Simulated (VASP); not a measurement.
Wanted: the native input for a VASP 6.6.1 run.

* Task: single point
* Functional: PBEsol
* Potentials or basis: VASP PAW PBE potentials, release 64 (Na_pv, Cl)
* Cutoff: 520 eV
* k mesh: 6 × 6 × 6
* Occupations: gaussian, width 0.05 eV
* Spin: no spin polarisation
* Dipole correction: no
* Further INCAR settings: ALGO = Normal; EDIFF = 1e-07; NBANDS = 14

The structure of NaCl lies in POSCAR:

```
NaCl
1.0
    3.5021900000      0.0000000000     -0.1313321250
    0.0000000000      3.5021900000      0.0000000000
   -0.1313321250      0.0000000000      3.5021900000
Na Cl
1 1
Direct
    0.0000000000      0.0000000000      0.0000000000
    0.5000000000      0.5000000000      0.5000000000
```

This cell differs from its parent crystal: strain -0.0750 x Voigt [0, 0, 0, 0, 1, 0].

These files were run (other wordings do the same):

INCAR

```
SYSTEM = NaCl
  PREC = Accurate
  ENCUT = 520
  EDIFF = 1E-7
  ISMEAR = 0
  SIGMA = 0.05
  LREAL = .FALSE.
  LASPH = .TRUE.
  NELM = 100
  ALGO = Normal
  ISIF = 2
  LWAVE = .FALSE.
  LCHARG = .FALSE.
  GGA = PS
  NBANDS = 14
```

KPOINTS

```
regular mesh
0
G
  6 6 6
  0 0 0
```

Potentials or basis: VASP PAW PBE potentials, release 64 (Na_pv, Cl).

The run is started by

```sh
$ cat potpaw_PBE.64/Na_pv/POTCAR potpaw_PBE.64/Cl/POTCAR > POTCAR
$ mpirun -np 1 vasp_std > vasp.out
```

Results of the run:

```json
{
 "Pressure": "-1.1 GPa",
 "Band gap on the k mesh": "3.86 eV, indirect (least direct gap 4.25 eV)"
}
```

Caveat: the cell differs from its parent crystal (strain -0.0750 x Voigt [0, 0, 0, 0, 1, 0]); the PAW data sets were made with another functional, which shifts forces and pressure a little.

It took 16 s on 1 thread of AMD EPYC 9R45 96-Core Processor (Zen 5) (shared host), peak memory 0.13 GiB.
